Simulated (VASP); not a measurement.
**Si3Ge: single point with PBE**

The system is Si3Ge.

```
Si Ge
1.0
     2.86987    0.00000    0.00000
    -1.43494    2.48538    0.00000
     0.00000    0.00000    9.09502
Si Ge
3 1
Direct
  0.33333 0.66667 0.75000
  0.33333 0.66667 0.25000
  0.66667 0.33333 0.50000
  0.66667 0.33333 0.00000
```

```yaml
Program: VASP 6.6.1
Task: single point
Functional: PBE
Potentials_or_basis: VASP PAW PBE potentials, release 64 (Si, Ge_d)
Cutoff: 500 eV
k_mesh: 6 × 6 × 2
Occupations: gaussian, width 0.1 eV
Spin: no spin polarisation
Dipole_correction: no
Further_INCAR_settings: ALGO = Normal; EDIFF = 1e-06; NBANDS = 21
```

```json
{
 "Pressure": "-2.3 GPa",
 "Largest force": "0.550 eV/Å",
 "Band gap on the k mesh": "zero (bands 13 and 14 overlap by 9.96 eV)"
}
```

Forces on the atoms (eV/Å):
```
Si   0.000  0.000 -0.550
Si   0.000  0.000  0.550
Si   0.000  0.000  0.000
Ge   0.000  0.000  0.000
```

Stress tensor (GPa, compression positive):
```
-3.18  0.00  0.00
 0.00 -3.18  0.00
 0.00  0.00 -0.46
```

Levels at points of the mesh, in eV from the Fermi level:
```csv
k point,band 9,band 10,band 11,band 12,band 13,band 14,band 15,band 16,band 17,band 18
"(0.00, 0.00, 0.00)",-7.06,-6.13,1.83,1.88,6.95,6.95,8.11,8.11,8.36,8.36
"(0.50, 0.00, 0.00)",-6.39,-5.52,-5.39,-1.48,-1.31,-1.21,0.60,2.60,4.19,4.21
"(0.00, 0.00, 0.50)",-9.57,-2.71,-2.70,6.83,6.90,7.20,7.20,7.42,7.42,8.65
"(0.50, 0.00, 0.50)",-6.69,-4.44,-4.24,-3.48,-3.31,2.15,2.39,3.00,3.00,3.26
```

It took 22 s on 1 thread of Intel(R) Xeon(R) Platinum 8488C (Sapphire Rapids) (shared host), peak memory 0.18 GiB.

Caveat: the k points lie up to 0.42 Å⁻¹ apart, too coarse for converged energies and pressures of a metal.
